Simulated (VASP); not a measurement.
# NaCl (P4/mmm) in VASP: notebook, part 2 of 2

VASP 6.6.1. Earlier steps stand in the parts before.

### Step 4. Single point, PBEsol (strain +0.040 along x and y, -0.080 along z)

The input, INCAR:

```
PREC = Accurate
ENCUT = 520
EDIFF = 1E-6
ISMEAR = 0
SIGMA = 0.05
LREAL = False
LASPH = True
NELM = 100
ALGO = Normal
ISIF = 2
LWAVE = False
LCHARG = False
GGA = PS
NBANDS = 14
```

The input, KPOINTS:

```
regular mesh
0
Gamma
  6 6 6
```

The input, POSCAR:

```
NaCl
1.0
    3.6422776000      0.0000000000      0.0000000000
    0.0000000000      3.6422776000      0.0000000000
    0.0000000000      0.0000000000      3.2220148000
Na Cl
1 1
Direct
    0.0000000000      0.0000000000      0.0000000000
    0.5000000000      0.5000000000      0.5000000000
```

Potentials or basis: VASP PAW PBE potentials, release 64 (Na_pv, Cl).

Run with:

```
cat potpaw_PBE.64/Na_pv/POTCAR potpaw_PBE.64/Cl/POTCAR > POTCAR
mpirun -np 1 vasp_std > vasp.out
```

OUTCAR:

```text
PREC = Accurate
   ENCUT = 520
   EDIFF = 1E-6
   ISMEAR = 0
   LREAL = False
   LASPH = True
   NELM = 100
   ISIF = 2
   GGA = PS

 ion  position               nearest neighbor table
   1  0.000  0.000  0.000-
   2  0.500  0.500  0.500-

  LATTYP: Found a simple tetragonal cell.
 ALAT       =     3.6422776000
 C/A-ratio  =     0.8846153846

  Lattice vectors:

 A1 = (   3.6422776000,   0.0000000000,   0.0000000000)
 A2 = (   0.0000000000,   3.6422776000,   0.0000000000)
 A3 = (   0.0000000000,   0.0000000000,   3.2220148000)

Analysis of symmetry for initial positions (statically):
=====================================================================
 Subroutine PRICEL returns:
 Original cell was already a primitive cell.

 Routine SETGRP: Setting up the symmetry group for a
 simple tetragonal supercell.

 Subroutine GETGRP returns: Found 16 space group operations
 (whereof 16 operations were pure point group operations)
 out of a pool of 16 trial point group operations.

The static configuration has the point symmetry D_4h.

Analysis of symmetry for dynamics (positions and initial velocities):
=====================================================================
 Subroutine PRICEL returns:
 Original cell was already a primitive cell.

 Routine SETGRP: Setting up the symmetry group for a
 simple tetragonal supercell.

 Subroutine GETGRP returns: Found 16 space group operations
 (whereof 16 operations were pure point group operations)
 out of a pool of 16 trial point group operations.

The dynamic configuration has the point symmetry D_4h.

 Subroutine INISYM returns: Found 16 space group operations
 (whereof 16 operations are pure point group operations),
 and found     1 'primitive' translations

----------------------------------------------------------------------------------------

                                     Primitive cell

  volume of cell :      42.7438

  direct lattice vectors                    reciprocal lattice vectors
     3.642277600  0.000000000  0.000000000     0.274553483  0.000000000  0.000000000
     0.000000000  3.642277600  0.000000000     0.000000000  0.274553483  0.000000000
     0.000000000  0.000000000  3.222014800     0.000000000  0.000000000  0.310364807

  length of vectors
     3.642277600  3.642277600  3.222014800     0.274553483  0.274553483  0.310364807

  position of ions in fractional coordinates (direct lattice)
     0.000000000  0.000000000  0.000000000
     0.500000000  0.500000000  0.500000000

  ion indices of the primitive-cell ions
   primitive index   ion index
                 1           1
                 2           2

----------------------------------------------------------------------------------------

 KPOINTS: regular mesh

Automatic generation of k-mesh.
 Grid dimensions read from file:
 generate k-points for:    6    6    6

 Generating k-lattice:

  Cartesian coordinates                     Fractional coordinates (reciprocal lattice)
     0.045758914  0.000000000  0.000000000     0.166666667  0.000000000  0.000000000
     0.000000000  0.045758914  0.000000000     0.000000000  0.166666667  0.000000000
     0.000000000  0.000000000  0.051727468     0.000000000  0.000000000  0.166666667

  Length of vectors
     0.045758914  0.045758914  0.051727468

  Shift w.r.t. Gamma in fractional coordinates (k-lattice)
     0.000000000  0.000000000  0.000000000

 Subroutine IBZKPT returns following result:
 ===========================================

 Found     40 irreducible k-points:

 Following reciprocal coordinates:
            Coordinates               Weight
  0.000000  0.000000  0.000000      1.000000
  0.166667  0.000000  0.000000      4.000000
  0.333333  0.000000  0.000000      4.000000
  0.500000  0.000000  0.000000      2.000000
  0.166667  0.166667  0.000000      4.000000
  0.333333  0.166667  0.000000      8.000000
[... 16 lines left out ...]
  0.333333  0.000000  0.333333      8.000000
  0.500000  0.000000  0.333333      4.000000
 [... further k-points ...]
   k-points           NKPTS =     40   k-points in BZ     NKDIM =     40   number of bands    NBANDS=     14
   number of dos      NEDOS =    301   number of ions     NIONS =      2
   total plane-waves  NPLWV =  18816
   dimension x,y,z NGX =    28 NGY =   28 NGZ =   24
   dimension x,y,z NGXF=    56 NGYF=   56 NGZF=   48
   ions per type =               1   1
   NGX,Y,Z   is equivalent  to a cutoff of  12.78, 12.78, 12.38 a.u.
   NGXF,Y,Z  is equivalent  to a cutoff of  25.56, 25.56, 24.77 a.u.
 SYSTEM =  unknown system
   PREC   = accura    normal or accurate (medium, high low for compatibility)
   ISTART =      0    job   : 0-new  1-cont  2-samecut
   ICHARG =      2    charge: 1-file 2-atom 10-const
   ISPIN  =      1    spin polarized calculation?
   LNONCOLLINEAR =      F non collinear calculations
   LSORBIT =      F    spin-orbit coupling
   LASPH  =      T    aspherical Exc in radial PAW
   ENCUT  =  520.0 eV  38.22 Ry    6.18 a.u.   6.77  6.77  5.99*2*pi/ulx,y,z
   NELM   =    100;   NELMIN=  2; NELMDL= -5     # of ELM steps
   EDIFF  = 0.1E-05   stopping-criterion for ELM
   LREAL  =      F    real-space projection
   EDIFFG = 0.1E-04   stopping-criterion for IOM
   NSW    =      0    number of steps for IOM
   IBRION =     -1    ionic relax: 0-MD 1-quasi-New 2-CG
   NFREE  =      0    steps in history (QN), initial steepest desc. (CG)
   ISIF   =      2    stress and relaxation
   ISYM   =      2    0-nonsym 1-usesym 2-fastsym
   POTIM  = 0.5000    time-step for ionic-motion
   TEBEG  =    0.0;   TEEND  =   0.0 temperature during run
   PSTRESS=    0.0 pullay stress
   NELECT =      14.0000    total number of electrons
   NUPDOWN=      -1.0000    fix difference up-down
   EMIN   =  10.00;   EMAX   =-10.00  energy-range for DOS
   EFERMI =   0.00;   METHOD = LEGACY
   ISMEAR =     0;   SIGMA  =   0.05  broadening in eV -4-tet -1-fermi 0-gaus
   EFERMI_NEDOS =   21; number of points for ismear=-14 and -15
   IALGO  =     38    algorithm
   IMIX   =      4    mixing-type and parameters
     AMIX     =   0.40;   BMIX     =  1.00
     AMIX_MAG =   1.60;   BMIX_MAG =  1.00
  volume/ion in A,a.u.               =      21.37       144.22
  Fermi-wavevector in a.u.,A,eV,Ry     =   1.128478  2.132514 17.326500  1.273462
  Thomas-Fermi vector in A             =   2.265168
   LORBIT       =      0    0 simple, 1 ext, 2 COOP (PROOUT), +10 PAW based schemes
   GGA     = PS    functional components
   LHFCALC =     F    Hartree Fock is set to
   AEXX    =    0.0000 exact exchange contribution
   IVDW    =     0    specifies the selected vdW correction
   LEPSILON=     F    determine dielectric tensor
   LRPA    =     F    only Hartree local field effects (RPA)
 non-spin polarized calculation
 Gauss-broadening in eV      SIGMA  =   0.05
  energy-cutoff  :      520.00
  volume of cell :       42.74
 maximum number of plane-waves:      1164
 NGX is ok and might be reduce to    28
   NGX = 13   NGY = 13   NGZ = 11

 number of electron      14.0000001 magnetization

 Free energy of the ion-electron system (eV)
  ---------------------------------------------------
  ext. energy  EPLUGINS =         0.00000000
  ---------------------------------------------------
  free energy    TOTEN  =        -6.62085428 eV

  energy without entropy =       -6.62085428  energy(sigma->0) =       -6.62085428

 E-fermi :   1.3599     XC(G=0):  -8.6038

 val. band max:        1.0474186167   @ k =   0.5000   0.5000   0.0000
 cond. band min:       4.1156910355   @ k =   0.0000   0.0000   0.0000
 fundamental gap:      3.0682724188
 Fermi energy:         1.3598796921

 k-point     1 :       0.0000    0.0000    0.0000
  band No.  band energies     occupation
      1     -21.5535      2.00000
      2     -21.5356      2.00000
      3     -21.5356      2.00000
      4     -12.9576      2.00000
      5      -0.3905      2.00000
      6      -0.3905      2.00000
      7       0.7259      2.00000
      8       4.1157      0.00000
      9       8.2770      0.00000
     10       9.6533      0.00000
     11      15.1536      0.00000
     12      15.2600      0.00000
     13      15.2600      0.00000
     14      17.1672      0.00000
[... 375 lines left out ...]
 k-point    24 :       0.5000    0.0000    0.3333
  band No.  band energies     occupation
      1     -21.6105      2.00000
      2     -21.5551      2.00000
      3     -21.5266      2.00000
      4     -12.2993      2.00000
      5      -1.8904      2.00000
      6      -1.4751      2.00000
      7       0.1476      2.00000
      8       6.8565      0.00000
      9       8.8873      0.00000
     10      10.6161      0.00000
     11      12.0843      0.00000
     12      12.6746      0.00000
     13      13.0867      0.00000
     14      17.9293      0.00000

 [... further k-points ...]
[... 5 lines left out ...]
  --------------------------------------------------------------------------------------
  -------------------------------------------------------------------------------------
  Total       -1.0629647     -1.0629647      1.5402177      0.0000000      0.0000000      0.0000000
  in kB      -39.8433470    -39.8433470     57.7323286      0.0000000      0.0000000      0.0000000
  external PRESSURE =      -7.3181218 kB  Pullay stress =       0.0000000 kB

 VOLUME and BASIS-vectors are now :
 -----------------------------------------------------------------------------
  energy-cutoff  :      520.00
  volume of cell :       42.74
      direct lattice vectors                 reciprocal lattice vectors
     3.642277600  0.000000000  0.000000000     0.274553483  0.000000000  0.000000000
     0.000000000  3.642277600  0.000000000     0.000000000  0.274553483  0.000000000
     0.000000000  0.000000000  3.222014800     0.000000000  0.000000000  0.310364807

 POSITION                                       TOTAL-FORCE (eV/Angst)
 -----------------------------------------------------------------------------------
      0.00000      0.00000      0.00000         0.000000      0.000000      0.000000
      1.82114      1.82114      1.61101         0.000000      0.000000      0.000000
 -----------------------------------------------------------------------------------
    total drift:                               -0.000000      0.000000      0.000000

  FREE ENERGIE OF THE ION-ELECTRON SYSTEM (eV)
  ---------------------------------------------------
  free  energy   TOTEN  =        -6.6208542767 eV

  energy  without entropy=       -6.6208542767  energy(sigma->0) =       -6.62085428
```

stdout:

```text
POSCAR found type information on POSCAR NaCl
 POSCAR found :  2 types and       2 ions
 scaLAPACK will be used
 -----------------------------------------------------------------------------
|                                                                             |
|                                                                             |
|     You enforced a specific xc type in the INCAR file but a different       |
|     I HOPE YOU KNOW WHAT YOU ARE DOING!                                     |
|                                                                             |
 -----------------------------------------------------------------------------

 LDA part: xc-table for (Slater+PW92), standard interpolation
 POSCAR, INCAR and KPOINTS ok, starting setup
 FFT: planning ... GRIDC
 FFT: planning ... GRID_SOFT
 FFT: planning ... GRID
 WAVECAR not read
 entering main loop
```

Run time: 15 s. Hardware: 1 thread of Intel Xeon Platinum 8259CL at 2.50GHz (Skylake/Cascade Lake), shared host; peak memory 0.15 GiB.

What came out:

| Property | Result |
| --- | --- |
| Free energy | -6.6209 eV |
| Pressure | -0.7 GPa |
| Band gap on the k mesh | 3.07 eV (least direct gap 3.39 eV) |

Levels at points of the mesh, in eV from the valence-band top:
```
           k point  band 5  band 6  band 7  band 8  band 9  band 10
(0.00, 0.00, 0.00)   -1.44   -1.44   -0.32    3.07    7.23     8.61
(0.50, 0.00, 0.00)   -3.64   -1.24   -0.17    6.08    7.48    10.08
(0.50, 0.50, 0.00)   -3.01   -3.01    0.00    4.36    9.93    10.30
(0.00, 0.00, 0.50)   -3.67   -0.99   -0.99    5.94    8.25     9.75
(0.50, 0.00, 0.50)   -3.13   -2.65   -0.77    5.03    8.83     9.68
(0.50, 0.50, 0.50)   -2.80   -2.32   -2.32    6.38    6.38     6.38
```

Caveat: the cell differs from its parent crystal (strain +0.040 along x and y, -0.080 along z); the PAW data sets were made with another functional, which shifts forces and pressure a little.

### Step 5. Single point, PBEsol (strain +0.040 along x and y, -0.040 along z)

The input, INCAR:

```
SYSTEM = NaCl
PREC = Accurate
ENCUT = 520
EDIFF = 1E-6
ISMEAR = 0
SIGMA = 0.05
LREAL = .False.
LASPH = .True.
NELM = 80
ALGO = Normal
ISIF = 2
LWAVE = .False.
LCHARG = .False.
GGA = PS
NBANDS = 14
```

The input, KPOINTS:

```
Automatic mesh
0
Gamma
  6 6 6
  0 0 0
```

POSCAR: that of step 4 with these lines changed.

```diff
@@ -4,3 +4,3 @@
     0.0000000000      3.6422776000      0.0000000000
-    0.0000000000      0.0000000000      3.2220148000
+    0.0000000000      0.0000000000      3.3621024000
 Na Cl
```

Run with:

```
cat potpaw_PBE.64/Na_pv/POTCAR potpaw_PBE.64/Cl/POTCAR > POTCAR
mpirun -np 1 vasp_std > vasp.out
```

Wall time 17 s (1 thread of Intel Xeon Platinum 8259CL at 2.50GHz (Skylake/Cascade Lake), shared host); peak memory 0.15 GiB.

Results (log left out):

- Free energy: -6.6647 eV
- Pressure: -1.9 GPa
- Band gap on the k mesh: 3.30 eV (least direct gap 3.65 eV)

Stress tensor (GPa, compression positive):
```
-3.76  0.00  0.00
 0.00 -3.76  0.00
 0.00  0.00  1.91
```

Levels at points of the mesh, in eV from the valence-band top:
```
           k point  band 5  band 6  band 7  band 8  band 9  band 10
(0.00, 0.00, 0.00)   -1.02   -1.02   -0.35    3.30    7.73     8.56
(0.50, 0.00, 0.00)   -3.19   -0.82   -0.18    6.28    7.66    10.17
(0.50, 0.50, 0.00)   -2.58   -2.58    0.00    4.78    9.79    10.31
(0.00, 0.00, 0.50)   -3.20   -0.68   -0.68    6.13    8.15    10.01
(0.50, 0.00, 0.50)   -2.64   -2.36   -0.47    5.23    9.09     9.88
(0.50, 0.50, 0.50)   -2.29   -2.01   -2.01    6.61    6.63     6.63
```

Caveat: the cell differs from its parent crystal (strain +0.040 along x and y, -0.040 along z); the PAW data sets were made with another functional, which shifts forces and pressure a little. A k mesh can miss the band edges.

### Step 6. Single point, PBEsol (strain +0.080 along x and y, -0.080 along z)

The input, INCAR:

```
SYSTEM = NaCl
PREC     = Accurate       ! precision mode
ENCUT    = 520            ! plane-wave cutoff, eV
EDIFF    = 1E-6           ! SCF threshold, eV
ISMEAR   = 0              ! smearing method
SIGMA    = 0.05           ! smearing width, eV
LREAL    = .False.        ! projectors in reciprocal space
LASPH    = .True.         ! aspherical terms in the spheres
NELM     = 80             ! most SCF steps
ALGO     = Normal         ! electronic algorithm
ISIF     = 2              ! what is computed and relaxed
LWAVE    = .False.        ! write WAVECAR
LCHARG   = .False.        ! write CHGCAR
GGA      = PS             ! functional
NBANDS   = 14             ! bands
```

KPOINTS is that of step 5.

The input, POSCAR:

```
NaCl
1.0
    3.7823652000      0.0000000000      0.0000000000
    0.0000000000      3.7823652000      0.0000000000
    0.0000000000      0.0000000000      3.2220148000
Na Cl
1 1
Direct
    0.0000000000      0.0000000000      0.0000000000
    0.5000000000      0.5000000000      0.5000000000
```

Potentials or basis: VASP PAW PBE potentials, release 64 (Na_pv, Cl).

Run with:

```
cat potpaw_PBE.64/Na_pv/POTCAR potpaw_PBE.64/Cl/POTCAR > POTCAR
mpirun -np 1 vasp_std > vasp.out
```

OUTCAR:

```text
SYSTEM = NaCl
   PREC = Accurate
   ENCUT = 520
   EDIFF = 1E-6
   ISMEAR = 0
   LREAL = .False.
   LASPH = .True.
   NELM = 80
   ISIF = 2
   GGA = PS

 ion  position               nearest neighbor table
   1  0.000  0.000  0.000-
   2  0.500  0.500  0.500-

  LATTYP: Found a simple tetragonal cell.
 ALAT       =     3.7823652000
 C/A-ratio  =     0.8518518519

  Lattice vectors:

 A1 = (   3.7823652000,   0.0000000000,   0.0000000000)
 A2 = (   0.0000000000,   3.7823652000,   0.0000000000)
[... 584 lines left out ...]
      9       8.1055      0.00000
     10       9.6058      0.00000
     11      11.2703      0.00000
     12      12.0125      0.00000
     13      12.3581      0.00000
     14      16.6359      0.00000

 [... further k-points ...]
[... 5 lines left out ...]
  --------------------------------------------------------------------------------------
  -------------------------------------------------------------------------------------
  Total       -1.6708937     -1.6708937      1.5857624      0.0000000      0.0000000      0.0000000
  in kB      -58.0771053    -58.0771053     55.1180998      0.0000000      0.0000000      0.0000000
  external PRESSURE =     -20.3453703 kB  Pullay stress =       0.0000000 kB

 VOLUME and BASIS-vectors are now :
 -----------------------------------------------------------------------------
  energy-cutoff  :      520.00
  volume of cell :       46.10
      direct lattice vectors                 reciprocal lattice vectors
     3.782365200  0.000000000  0.000000000     0.264384835  0.000000000  0.000000000
     0.000000000  3.782365200  0.000000000     0.000000000  0.264384835  0.000000000
     0.000000000  0.000000000  3.222014800     0.000000000  0.000000000  0.310364807

 POSITION                                       TOTAL-FORCE (eV/Angst)
 -----------------------------------------------------------------------------------
      0.00000      0.00000      0.00000         0.000000      0.000000      0.000000
      1.89118      1.89118      1.61101         0.000000      0.000000      0.000000
 -----------------------------------------------------------------------------------
    total drift:                               -0.000000      0.000000      0.000000

  FREE ENERGIE OF THE ION-ELECTRON SYSTEM (eV)
  ---------------------------------------------------
  free  energy   TOTEN  =        -6.5176070013 eV

  energy  without entropy=       -6.5176070013  energy(sigma->0) =       -6.51760700
```

stdout:

```text
POSCAR found type information on POSCAR NaCl
 POSCAR found :  2 types and       2 ions
 scaLAPACK will be used
 -----------------------------------------------------------------------------
|                                                                             |
|                                                                             |
|     You enforced a specific xc type in the INCAR file but a different       |
|     I HOPE YOU KNOW WHAT YOU ARE DOING!                                     |
|                                                                             |
 -----------------------------------------------------------------------------

 LDA part: xc-table for (Slater+PW92), standard interpolation
 POSCAR, INCAR and KPOINTS ok, starting setup
 FFT: planning ... GRIDC
 FFT: planning ... GRID_SOFT
 FFT: planning ... GRID
 WAVECAR not read
 entering main loop
```

It took 14 s on 1 thread of Intel Xeon Platinum 8259CL at 2.50GHz (Skylake/Cascade Lake), shared host; peak memory 0.15 GiB.

Results:

```
Free energy            : -6.5176 eV
Pressure               : -2.0 GPa
Band gap on the k mesh : 2.60 eV (least direct gap 2.84 eV)
```

Caveat: the cell differs from its parent crystal (strain +0.080 along x and y, -0.080 along z); the PAW data sets were made with another functional, which shifts forces and pressure a little.

### Step 7. Overview

| cell | gap on the mesh (eV) | pressure (GPa) |
| --- | --- | --- |
| a = 3.362, b = 3.362, c = 3.642 Å, 2 atoms | 3.68 | 0.0 |
| a = 3.362, b = 3.362, c = 3.782 Å, 2 atoms | 3.35 | -0.9 |
| a = 3.642, b = 3.642, c = 3.222 Å, 2 atoms | 3.07 | -0.7 |
| a = 3.642, b = 3.642, c = 3.362 Å, 2 atoms | 3.30 | -1.9 |
| a = 3.782, b = 3.782, c = 3.222 Å, 2 atoms | 2.60 | -2.0 |

Alike in all rows: task single point; level PBEsol; potentials or basis VASP PAW PBE potentials, release 64 (Na_pv, Cl); no spin polarisation; k mesh 6 × 6 × 6; cutoff (eV) 520; smearing gaussian 0.05 eV.

Caveats: the PAW data sets were made with another functional, which shifts forces and pressure a little.

Total energies depend on the potentials used, so only differences within one code and one set of settings carry meaning.
